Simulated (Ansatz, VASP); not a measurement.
**One calculation of SnGe5, two programs**

```xyz
6
Lattice="5.5151 0.0000 0.0000 -2.7576 4.7763 0.0000 0.0000 0.0000 5.0439" Properties=species:S:1:pos:R:3 pbc="T T T"
Sn    0.0000    0.0000    0.0000
Ge    0.0000    3.1842    0.0000
Ge    2.7576    1.5921    0.0000
Ge    2.7576    0.0000    2.5220
Ge    1.3788    2.3881    2.5220
Ge   -1.3788    2.3881    2.5220
```

Change from the starting cell: species swapped into the NdPt5 type (P6/mmm, No. 191).

Alike in both runs: functional PBE; k mesh 12 × 12 × 8; occupations gaussian, width 0.1 eV; no spin polarisation.

Ansatz relaxed the structure, and its values are those at the end. VASP's run is a single point on that final structure, the one shown.

|  | VASP | Ansatz |
| --- | --- | --- |
| version | VASP 6.6.1 | Ansatz 0.2.0 |
| potentials or method | VASP PAW PBE potentials, release 64 (Sn_d, Ge_d), cutoff 520 eV | scalar-relativistic, plane waves, PAW |
| valence electrons in the cell | 84 | 84 |

```tsv
	VASP	Ansatz	Ansatz less VASP
gap on the k mesh at the Fermi level (eV)	none	none	-
pressure (GPa)	0.0	0.0	+0.01
```

A gap of «none» marks a metal or a gap that the smearing closes.
